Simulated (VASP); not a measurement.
Input of a VASP 6.6.1 run:

POSCAR

```
NaScSe2
1.0
    3.9842334751      0.0000000000      0.0000000000
    0.0000000000      3.9842334751      0.0000000000
    0.0000000000      0.0000000000      5.4134831145
Na Se Sc
1 2 1
Direct
    0.0000000000      0.0000000000      0.0000000000
    0.0000000000      0.0000000000      0.5000000000
    0.5000000000      0.5000000000      0.0000000000
    0.5000000000      0.5000000000      0.5000000000
```

The input INCAR.step1:

```
ALGO = Normal
EDIFF = 1E-4
ENCUT = 520
GGA = PE
ISMEAR = -1
LASPH = True
LCHARG = False
LREAL = False
LWAVE = True
NBANDS = 23
NELM = 60
PREC = Accurate
SIGMA = 0.03
```

File INCAR.step2:

```
ALGO = Normal
BPARAM = 11.95
CPARAM = 0.0093
EDIFF = 1E-6
ENCUT = 520
ISIF = 2
ISMEAR = -1
ISTART = 1
IVDW_NL = 2
LASPH = True
LCHARG = False
LMIXTAU = True
LREAL = False
LUSE_VDW = True
LWAVE = False
METAGGA = R2SCAN
NBANDS = 23
NELM = 60
PREC = Accurate
SIGMA = 0.03
```

File KPOINTS:

```
k-points
0
Gamma
  8 8 6
```

Potentials or basis: VASP PAW PBE potentials, release 64 (Na_pv, Se, Sc_sv).

The run is started by

```console
$ cat potpaw_PBE.64/Na_pv/POTCAR potpaw_PBE.64/Se/POTCAR potpaw_PBE.64/Sc_sv/POTCAR > POTCAR
$ cp INCAR.step1 INCAR
$ mpirun -np 1 vasp_std > vasp.out
$ cp INCAR.step2 INCAR
$ mpirun -np 1 vasp_std > vasp.out
```

Question: Estimate the pressure.

Answer: 0.2 GPa.

Question: Estimate the band gap on the k mesh.

Answer: 0.13 eV.

Stress tensor (GPa, compression positive):
```
0.15 0.00 0.00
0.00 0.15 0.00
0.00 0.00 0.25
```

Caveat: the PAW data sets were made with another functional, which shifts forces and pressure a little. A k mesh can miss the band edges.
